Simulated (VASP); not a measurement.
A run of VASP 6.6.1 is set up as follows.

The input INCAR:

```
  PREC = Accurate
  ENCUT = 520
  EDIFF = 1E-6
  ISMEAR = 0
  SIGMA = 0.02
  LREAL = F
  LASPH = T
  NELM = 80
  ALGO = Normal
  ISIF = 2
  LWAVE = F
  LCHARG = T
  GGA = PS
  LELF = T
  LVHAR = T
  NBANDS = 48
```

Contents of KPOINTS:

```
regular mesh
0
Gamma
  12 12 2
```

File POSCAR:

```
InSe
1.0
    4.0082338300      0.0000000000      0.0000000000
   -2.0041169150      3.4712323211      0.0000000000
    0.0000000000      0.0000000000     16.8669192817
In Se
4 4
Direct
    0.0000000000      0.0000000000      0.5823102499
    0.0000000000      0.0000000000      0.4176897501
    0.3333333333      0.6666666667      0.9176962956
    0.3333333333      0.6666666667      0.0823037044
    0.6666666667      0.3333333333      0.8419435273
    0.6666666667      0.3333333333      0.1580564727
    0.3333333333      0.6666666667      0.6580512574
    0.3333333333      0.6666666667      0.3419487426
```

Potentials or basis: VASP PAW PBE potentials, release 64 (In_d, Se).

Launch:

```sh
$ cat potpaw_PBE.64/In_d/POTCAR potpaw_PBE.64/Se/POTCAR > POTCAR
$ mpirun -np 1 vasp_std > vasp.out
```

(1) Estimate the band gap on the k mesh.

(2) What does it give for the pressure?

(3) Predict the largest force.

Answers

(1) 0.36 eV, direct.

(2) 0.1 GPa.

(3) 0.020 eV/Å.

Caveat: the PAW data sets were made with another functional, which shifts forces and pressure a little; spin-orbit coupling is left out, which moves the levels of the heavy elements; this functional lacks dispersion, which binds the layers, so the pressure and a relaxed spacing across them are unreliable.
